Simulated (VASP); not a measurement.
# HgTe (F-43m) in VASP: further runs

HgTe is run at these levels: PBE; tasks: single point.

Program: VASP 6.6.1. These are calculated values, not measurements. Logs are shortened: lines on timing, memory, paths and dates and some standing lists are left out, and cuts for length are marked.

## (1) The cell of the first run

It takes space group F-43m (No. 216, cubic). Conventional cell: a = 6.652 Å, b = 6.652 Å, c = 6.652 Å, α = 90.00°, β = 90.00°, γ = 90.00°. Hg (site symmetry -43m) has 4 Te at 2.88 Å within 3.8 Å. Te (site symmetry -43m) has 4 Hg at 2.88 Å within 3.8 Å.

## (2) Single point, PBE (36.79 Å³/atom)

Input file INCAR:

```
PREC = Accurate
ENCUT = 500
EDIFF = 1E-6
ISMEAR = 0
SIGMA = 0.05
LREAL = F
LASPH = T
NELM = 120
ALGO = Normal
ISIF = 2
LWAVE = F
LCHARG = F
GGA = PE
NBANDS = 16
GGA_COMPAT = F
```

Input file KPOINTS:

```
Automatic mesh
0
Gamma
  6 6 6
```

Input file POSCAR:

```
HgTe
1.0
    0.0000000000      3.3259388588      3.3259388588
    3.3259388588      0.0000000000      3.3259388588
    3.3259388588      3.3259388588      0.0000000000
Hg Te
1 1
Direct
    0.0000000000      0.0000000000      0.0000000000
    0.2500000000      0.2500000000      0.2500000000
```

Potentials or basis: VASP PAW PBE potentials, release 64 (Hg, Te).

Started as:

```sh
> cat potpaw_PBE.64/Hg/POTCAR potpaw_PBE.64/Te/POTCAR > POTCAR
> mpirun -np 1 vasp_std > vasp.out
```

OUTCAR:

```text
PREC = Accurate
   ENCUT = 500
   EDIFF = 1E-6
   ISMEAR = 0
   LREAL = F
   LASPH = T
   NELM = 120
   ISIF = 2
   GGA = PE

 ion  position               nearest neighbor table
   1  0.000  0.000  0.000-   2 2.88   2 2.88   2 2.88   2 2.88
   2  0.250  0.250  0.250-   1 2.88   1 2.88   1 2.88   1 2.88

  LATTYP: Found a face centered cubic cell.
 ALAT       =     6.6518777176

  Lattice vectors:

 A1 = (   0.0000000000,   3.3259388588,   3.3259388588)
 A2 = (   3.3259388588,   0.0000000000,   3.3259388588)
 A3 = (   3.3259388588,   3.3259388588,   0.0000000000)

Analysis of symmetry for initial positions (statically):
=====================================================================
 Subroutine PRICEL returns:
 Original cell was already a primitive cell.

 Routine SETGRP: Setting up the symmetry group for a
 face centered cubic supercell.

 Subroutine GETGRP returns: Found 24 space group operations
 (whereof 24 operations were pure point group operations)
 out of a pool of 48 trial point group operations.

The static configuration has the point symmetry T_d .

Analysis of symmetry for dynamics (positions and initial velocities):
=====================================================================
 Subroutine PRICEL returns:
 Original cell was already a primitive cell.

 Routine SETGRP: Setting up the symmetry group for a
 face centered cubic supercell.

 Subroutine GETGRP returns: Found 24 space group operations
 (whereof 24 operations were pure point group operations)
 out of a pool of 48 trial point group operations.

The dynamic configuration has the point symmetry T_d .

 Subroutine INISYM returns: Found 24 space group operations
 (whereof 24 operations are pure point group operations),
 and found     1 'primitive' translations

----------------------------------------------------------------------------------------

                                     Primitive cell

  volume of cell :      73.5822

  direct lattice vectors                    reciprocal lattice vectors
     0.000000000  3.325938859  3.325938859    -0.150333491  0.150333491  0.150333491
     3.325938859  0.000000000  3.325938859     0.150333491 -0.150333491  0.150333491
     3.325938859  3.325938859  0.000000000     0.150333491  0.150333491 -0.150333491

  length of vectors
     4.703587842  4.703587842  4.703587842     0.260385245  0.260385245  0.260385245

  position of ions in fractional coordinates (direct lattice)
     0.000000000  0.000000000  0.000000000
     0.250000000  0.250000000  0.250000000

  ion indices of the primitive-cell ions
   primitive index   ion index
                 1           1
                 2           2

----------------------------------------------------------------------------------------

 KPOINTS: Automatic mesh

Automatic generation of k-mesh.
 Grid dimensions read from file:
 generate k-points for:    6    6    6

 Generating k-lattice:

  Cartesian coordinates                     Fractional coordinates (reciprocal lattice)
    -0.025055582  0.025055582  0.025055582     0.166666667  0.000000000  0.000000000
     0.025055582 -0.025055582  0.025055582     0.000000000  0.166666667  0.000000000
     0.025055582  0.025055582 -0.025055582     0.000000000  0.000000000  0.166666667

  Length of vectors
     0.043397541  0.043397541  0.043397541

  Shift w.r.t. Gamma in fractional coordinates (k-lattice)
     0.000000000  0.000000000  0.000000000

 Subroutine IBZKPT returns following result:
 ===========================================

 Found     16 irreducible k-points:

 Following reciprocal coordinates:
            Coordinates               Weight
  0.000000  0.000000  0.000000      1.000000
  0.166667  0.000000  0.000000      8.000000
  0.333333  0.000000  0.000000      8.000000
  0.500000  0.000000  0.000000      4.000000
  0.166667  0.166667  0.000000      6.000000
  0.333333  0.166667  0.000000     24.000000
[... 8 lines left out ...]
 -0.333333  0.333333  0.166667     24.000000
 -0.333333  0.500000  0.166667     12.000000
   k-points           NKPTS =     16   k-points in BZ     NKDIM =     16   number of bands    NBANDS=     16
   number of dos      NEDOS =    301   number of ions     NIONS =      2
   total plane-waves  NPLWV =  46656
   dimension x,y,z NGX =    36 NGY =   36 NGZ =   36
   dimension x,y,z NGXF=    72 NGYF=   72 NGZF=   72
   ions per type =               1   1
   NGX,Y,Z   is equivalent  to a cutoff of  12.72, 12.72, 12.72 a.u.
   NGXF,Y,Z  is equivalent  to a cutoff of  25.45, 25.45, 25.45 a.u.
 SYSTEM =  unknown system
   PREC   = accura    normal or accurate (medium, high low for compatibility)
   ISTART =      0    job   : 0-new  1-cont  2-samecut
   ICHARG =      2    charge: 1-file 2-atom 10-const
   ISPIN  =      1    spin polarized calculation?
   LNONCOLLINEAR =      F non collinear calculations
   LSORBIT =      F    spin-orbit coupling
   LASPH  =      T    aspherical Exc in radial PAW
   ENCUT  =  500.0 eV  36.75 Ry    6.06 a.u.   8.58  8.58  8.58*2*pi/ulx,y,z
   NELM   =    120;   NELMIN=  2; NELMDL= -5     # of ELM steps
   EDIFF  = 0.1E-05   stopping-criterion for ELM
   LREAL  =      F    real-space projection
   EDIFFG = 0.1E-04   stopping-criterion for IOM
   NSW    =      0    number of steps for IOM
   IBRION =     -1    ionic relax: 0-MD 1-quasi-New 2-CG
   NFREE  =      0    steps in history (QN), initial steepest desc. (CG)
   ISIF   =      2    stress and relaxation
   ISYM   =      2    0-nonsym 1-usesym 2-fastsym
   POTIM  = 0.5000    time-step for ionic-motion
   TEBEG  =    0.0;   TEEND  =   0.0 temperature during run
   PSTRESS=    0.0 pullay stress
   NELECT =      18.0000    total number of electrons
   NUPDOWN=      -1.0000    fix difference up-down
   EMIN   =  10.00;   EMAX   =-10.00  energy-range for DOS
   EFERMI =   0.00;   METHOD = LEGACY
   ISMEAR =     0;   SIGMA  =   0.05  broadening in eV -4-tet -1-fermi 0-gaus
   EFERMI_NEDOS =   21; number of points for ismear=-14 and -15
   IALGO  =     38    algorithm
   IMIX   =      4    mixing-type and parameters
     AMIX     =   0.40;   BMIX     =  1.00
     AMIX_MAG =   1.60;   BMIX_MAG =  1.00
  volume/ion in A,a.u.               =      36.79       248.28
  Fermi-wavevector in a.u.,A,eV,Ry     =   1.023862  1.934819 14.262896  1.048293
  Thomas-Fermi vector in A             =   2.157618
   LORBIT       =      0    0 simple, 1 ext, 2 COOP (PROOUT), +10 PAW based schemes
   GGA     = PE    functional components
   LHFCALC =     F    Hartree Fock is set to
   AEXX    =    0.0000 exact exchange contribution
   IVDW    =     0    specifies the selected vdW correction
   LEPSILON=     F    determine dielectric tensor
   LRPA    =     F    only Hartree local field effects (RPA)
 non-spin polarized calculation
 Gauss-broadening in eV      SIGMA  =   0.05
  energy-cutoff  :      500.00
  volume of cell :       73.58
 maximum number of plane-waves:      1893
 NGX is ok and might be reduce to    36
   NGX = 17   NGY = 17   NGZ = 17

 number of electron      17.9999998 magnetization

 Free energy of the ion-electron system (eV)
  ---------------------------------------------------
  ext. energy  EPLUGINS =         0.00000000
  ---------------------------------------------------
  free energy    TOTEN  =        -3.64157190 eV

  energy without entropy =       -3.64121481  energy(sigma->0) =       -3.64139335

 E-fermi :   2.2498     XC(G=0):  -8.3533

 val. band max:        2.2345612807   @ k =   0.0000   0.0000   0.0000
 cond. band min:       2.9330448528   @ k =   0.5000   0.0000   0.0000
 fundamental gap:      0.6984835722
 Fermi energy:         2.2497897504

 k-point     1 :       0.0000    0.0000    0.0000
  band No.  band energies     occupation
      1      -9.1751      2.00000
      2      -4.6589      2.00000
      3      -4.6589      2.00000
      4      -4.6589      2.00000
      5      -4.2279      2.00000
      6      -4.2279      2.00000
[... 8 lines left out ...]
     15      11.6605      0.00000
     16      11.6605      0.00000

 k-point     2 :       0.1667    0.0000    0.0000
  band No.  band energies     occupation
      1      -9.0647      2.00000
      2      -4.6293      2.00000
      3      -4.6293      2.00000
      4      -4.6012      2.00000
      5      -4.2297      2.00000
      6      -4.2297      2.00000
[... 8 lines left out ...]
     15      10.7974      0.00000
     16      10.7974      0.00000

 k-point     3 :       0.3333    0.0000    0.0000
  band No.  band energies     occupation
      1      -8.8297      2.00000
      2      -4.5778      2.00000
      3      -4.5778      2.00000
      4      -4.3406      2.00000
      5      -4.2223      2.00000
      6      -4.2223      2.00000
[... 8 lines left out ...]
     15      11.0670      0.00000
     16      11.0670      0.00000

 k-point     4 :       0.5000    0.0000    0.0000
  band No.  band energies     occupation
      1      -8.7046      2.00000
      2      -4.5575      2.00000
      3      -4.5575      2.00000
      4      -4.2110      2.00000
      5      -4.2110      2.00000
      6      -3.9762      2.00000
[... 8 lines left out ...]
     15      12.1655      0.00000
     16      12.1655      0.00000

 k-point     5 :       0.1667    0.1667    0.0000
  band No.  band energies     occupation
      1      -9.0275      2.00000
      2      -4.6249      2.00000
      3      -4.5988      2.00000
      4      -4.5988      2.00000
      5      -4.2456      2.00000
      6      -4.2153      2.00000
[... 8 lines left out ...]
     15      10.6131      0.00000
     16      11.8098      0.00000

 k-point     6 :       0.3333    0.1667    0.0000
  band No.  band energies     occupation
      1      -8.8320      2.00000
      2      -4.5743      2.00000
      3      -4.5393      2.00000
      4      -4.4474      2.00000
      5      -4.2303      2.00000
      6      -4.2052      2.00000
[... 8 lines left out ...]
     15      11.5768      0.00000
     16      11.8438      0.00000

 k-point     7 :       0.5000    0.1667    0.0000
  band No.  band energies     occupation
      1      -8.6658      2.00000
      2      -4.5405      2.00000
      3      -4.5140      2.00000
      4      -4.2632      2.00000
      5      -4.2067      2.00000
      6      -3.9889      2.00000
[... 8 lines left out ...]
     15      11.7760      0.00000
     16      12.2710      0.00000

 k-point     8 :      -0.3333    0.1667    0.0000
  band No.  band energies     occupation
      1      -8.7079      2.00000
      2      -4.5385      2.00000
      3      -4.5378      2.00000
      4      -4.2493      2.00000
      5      -4.2327      2.00000
      6      -4.1101      2.00000
[... 8 lines left out ...]
     15      11.0350      0.00000
     16      12.2113      0.00000

 k-point     9 :      -0.1667    0.1667    0.0000
  band No.  band energies     occupation
      1      -8.9112      2.00000
      2      -4.5954      2.00000
      3      -4.5741      2.00000
      4      -4.4942      2.00000
      5      -4.2436      2.00000
      6      -4.2107      2.00000
[... 8 lines left out ...]
     15      11.0590      0.00000
     16      11.3117      0.00000

 k-point    10 :       0.3333    0.3333    0.0000
  band No.  band energies     occupation
      1      -8.7109      2.00000
      2      -4.5073      2.00000
      3      -4.4625      2.00000
      4      -4.4625      2.00000
      5      -4.1900      2.00000
      6      -4.1821      2.00000
[... 8 lines left out ...]
     15      12.1976      0.00000
     16      13.5513      0.00000

 k-point    11 :       0.5000    0.3333    0.0000
  band No.  band energies     occupation
      1      -8.5842      2.00000
      2      -4.4903      2.00000
      3      -4.4262      2.00000
      4      -4.3630      2.00000
      5      -4.1915      2.00000
      6      -3.9376      2.00000
[... 8 lines left out ...]
     15      12.4974      0.00000
     16      13.2374      0.00000

 k-point    12 :      -0.3333    0.3333    0.0000
  band No.  band energies     occupation
      1      -8.5838      2.00000
      2      -4.5035      2.00000
      3      -4.4606      2.00000
      4      -4.2726      2.00000
      5      -4.2199      2.00000
      6      -3.8540      2.00000
[... 8 lines left out ...]
     15      11.2167      0.00000
     16      13.8453      0.00000

 k-point    13 :       0.5000    0.5000    0.0000
  band No.  band energies     occupation
      1      -8.5412      2.00000
      2      -4.4771      2.00000
      3      -4.3842      2.00000
      4      -4.3842      2.00000
      5      -4.1774      2.00000
      6      -3.8631      2.00000
[... 8 lines left out ...]
     15      12.4720      0.00000
     16      13.4663      0.00000

 k-point    14 :       0.5000    0.3333    0.1667
  band No.  band energies     occupation
      1      -8.6683      2.00000
      2      -4.5135      2.00000
      3      -4.4946      2.00000
      4      -4.3339      2.00000
      5      -4.2075      2.00000
      6      -4.0879      2.00000
[... 8 lines left out ...]
     15      12.2666      0.00000
     16      13.0955      0.00000

 k-point    15 :      -0.3333    0.3333    0.1667
  band No.  band energies     occupation
      1      -8.5838      2.00000
      2      -4.4943      2.00000
      3      -4.4703      2.00000
      4      -4.2652      2.00000
      5      -4.2313      2.00000
      6      -3.8431      2.00000
[... 8 lines left out ...]
     15      12.4019      0.00000
     16      12.9899      0.00000

 k-point    16 :      -0.3333    0.5000    0.1667
  band No.  band energies     occupation
      1      -8.5418      2.00000
      2      -4.4692      2.00000
      3      -4.4294      2.00000
      4      -4.3186      2.00000
      5      -4.2114      2.00000
      6      -3.7715      2.00000
[... 8 lines left out ...]
     15      12.8713      0.00000
     16      13.1093      0.00000

------------------------ aborting loop because EDIFF is reached ----------------------------------------

  FORCE on cell =-STRESS in cart. coord.  units (eV):
  Direction    XX          YY          ZZ          XY          YZ          ZX
  --------------------------------------------------------------------------------------
  -------------------------------------------------------------------------------------
  Total        0.0399817      0.0399817      0.0399817     -0.0000000      0.0000000      0.0000000
  in kB        0.8705616      0.8705616      0.8705616     -0.0000000      0.0000000      0.0000000
  external PRESSURE =       0.8705616 kB  Pullay stress =       0.0000000 kB

 VOLUME and BASIS-vectors are now :
 -----------------------------------------------------------------------------
  energy-cutoff  :      500.00
  volume of cell :       73.58
      direct lattice vectors                 reciprocal lattice vectors
     0.000000000  3.325938859  3.325938859    -0.150333491  0.150333491  0.150333491
     3.325938859  0.000000000  3.325938859     0.150333491 -0.150333491  0.150333491
     3.325938859  3.325938859  0.000000000     0.150333491  0.150333491 -0.150333491

 POSITION                                       TOTAL-FORCE (eV/Angst)
 -----------------------------------------------------------------------------------
      0.00000      0.00000      0.00000        -0.000000     -0.000000     -0.000000
      1.66297      1.66297      1.66297         0.000000      0.000000      0.000000
 -----------------------------------------------------------------------------------
    total drift:                                0.000000      0.000000      0.000000

  FREE ENERGIE OF THE ION-ELECTRON SYSTEM (eV)
  ---------------------------------------------------
  free  energy   TOTEN  =        -3.6415718981 eV

  energy  without entropy=       -3.6412148094  energy(sigma->0) =       -3.64139335
```

Run time: 33 s. Hardware: 1 thread of Intel Xeon 8259CL, shared host; peak memory 0.21 GiB.

Results:

| Quantity | Value |
| --- | --- |
| Free energy | -3.6416 eV |
| Pressure | 0.1 GPa |
| Band gap on the k mesh | zero (filled and empty bands touch) |

Levels at points of the mesh, in eV from the Fermi level:
| k point | band 6 | band 7 | band 8 | band 9 | band 10 | band 11 | band 12 | band 13 |
| --- | --- | --- | --- | --- | --- | --- | --- | --- |
| (0.00, 0.00, 0.00) | -6.48 | -0.94 | -0.02 | -0.02 | -0.02 | 4.36 | 4.36 | 4.36 |
| (0.50, 0.00, 0.00) | -6.23 | -4.97 | -0.84 | -0.84 | 0.68 | 5.09 | 5.09 | 6.79 |
| (0.50, 0.50, 0.00) | -6.11 | -5.00 | -1.94 | -1.94 | 1.89 | 2.69 | 7.91 | 8.49 |

Caveat: semilocal functionals underestimate gaps, so a narrow gap can read as zero; spin-orbit coupling is left out, which moves the levels of the heavy elements.

## (3) Single point, PBE, non-collinear spin, zero start, spin-orbit coupling

This run uses another cell than the first one, of 36.41 Å³/atom.

Input file INCAR:

```
SYSTEM = HgTe
ALGO = Normal
EDIFF = 1E-6
ENCUT = 520
GGA = PE
GGA_COMPAT = .FALSE.
ISIF = 2
ISMEAR = 0
LASPH = .TRUE.
LCHARG = .FALSE.
LORBIT = 11
LORBMOM = .TRUE.
LREAL = .FALSE.
LSORBIT = .TRUE.
LWAVE = .FALSE.
MAGMOM = 0 0 0 0 0 0
NBANDS = 30
NELM = 150
PREC = Accurate
SIGMA = 0.05
```

Input file KPOINTS:

```
k-points
0
G
  15 15 15
  0 0 0
```

Input file POSCAR:

```
HgTe
1.0
    0.0000000000      3.3145473740      3.3145473740
    3.3145473740      0.0000000000      3.3145473740
    3.3145473740      3.3145473740      0.0000000000
Hg Te
1 1
Direct
    0.0000000000      0.0000000000      0.0000000000
    0.2500000000      0.2500000000      0.2500000000
```

Potentials or basis: VASP PAW PBE potentials, release 64 (Hg, Te).

Started as:

```sh
> cat potpaw_PBE.64/Hg/POTCAR potpaw_PBE.64/Te/POTCAR > POTCAR
> mpirun -np 1 vasp_ncl > vasp.out
```

Wall time 23 min (1 thread of Oxide Virtual Turin-like, shared host); peak memory 0.8 GiB.

Results (log left out):

| Item | Value |
| --- | --- |
| Free energy | -4.0458 eV |
| Pressure | 0.2 GPa |
| Net moment | 0.00 μB per cell |
| Valence electrons inside the program's atomic spheres | Hg 10.48; Te 3.34 |

Moments on the atoms (μB; x, y, z):
```
Hg  0.00 0.00 0.00
Te  0.00 0.00 0.00
```
